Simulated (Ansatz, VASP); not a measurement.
## One calculation of SiGe3, two programs

The input INCAR:

```
SYSTEM = SiGe3
ALGO = Normal
EDIFF = 1E-6
EDIFFG = -0.01
ENCUT = 600
GGA = PE
IBRION = 2
ISIF = 3
ISMEAR = 0
LASPH = .True.
LCHARG = .False.
LREAL = .False.
LWAVE = .False.
NELM = 80
NSW = 100
PREC = Accurate
SIGMA = 0.1
```

KPOINTS

```
k-points
0
Gamma
  18 18 6
  0 0 0
```

Contents of POSCAR:

```
SiGe3
1.0
    2.9380879600      0.0000000000      0.0000000000
   -1.4690439800      2.5444588100      0.0000000000
    0.0000000000      0.0000000000      9.7713586800
Si Ge
1 3
Direct
    0.6666666700      0.3333333300      0.0000000000
    0.6666666700      0.3333333300      0.5000000000
    0.3333333300      0.6666666700      0.7500000000
    0.3333333300      0.6666666700      0.2500000000
```

Input for Ansatz:

```yaml
crystal:
  lattice:
    - [2.93808796, 0.0, 0.0]
    - [-1.46904398, 2.54445881, 0.0]
    - [0.0, 0.0, 9.77135868]
  atoms:
    - { symbol: Si, position: [0.66666667, 0.33333333, 0.0] }
    - { symbol: Ge, position: [0.66666667, 0.33333333, 0.5] }
    - { symbol: Ge, position: [0.33333333, 0.66666667, 0.75] }
    - { symbol: Ge, position: [0.33333333, 0.66666667, 0.25] }
basis:
  ecutwfc: 420
kpoints:
  mp_grid: { grid: [18, 18, 6] }
hamiltonian:
  xc: pbe
scf:
  occupations: { method: gaussian, width: 0.1 }
output:
  forces: true
  stress: true
  eigenvalues: true
relax:
  adjacent_minimum: "off"
  f_tol: 0.01
  max_steps: 80
  cell: { stress_tol: 0.05 }
```

Alike in both runs: task relaxation of cell and atoms; functional PBE; k mesh 18 × 18 × 6; occupations gaussian, width 0.1 eV; no spin polarisation.

|  | VASP | Ansatz |
| --- | --- | --- |
| version | VASP 6.6.1 | Ansatz 0.2.0 |
| potentials or method | VASP PAW PBE potentials, release 64 (Si, Ge_d), cutoff 600 eV | scalar-relativistic, plane waves, PAW |
| valence electrons in the cell | 46 | 46 |

|  | VASP | Ansatz | Ansatz less VASP |
| --- | --- | --- | --- |
| gap on the k mesh at the Fermi level, each at its own relaxed structure (eV) | none | none | - |
| relaxed volume (Å³/atom) | 18.22 | 18.23 | +0.005 |
| relaxed length of the cell vector where the two differ most in proportion (Å) | 9.626 | 9.640 | +0.0141 |

A gap of «none» marks a metal or a gap that the smearing closes.

Noted on VASP's run: too few bands were computed for a metal, which touches its energy and stress.
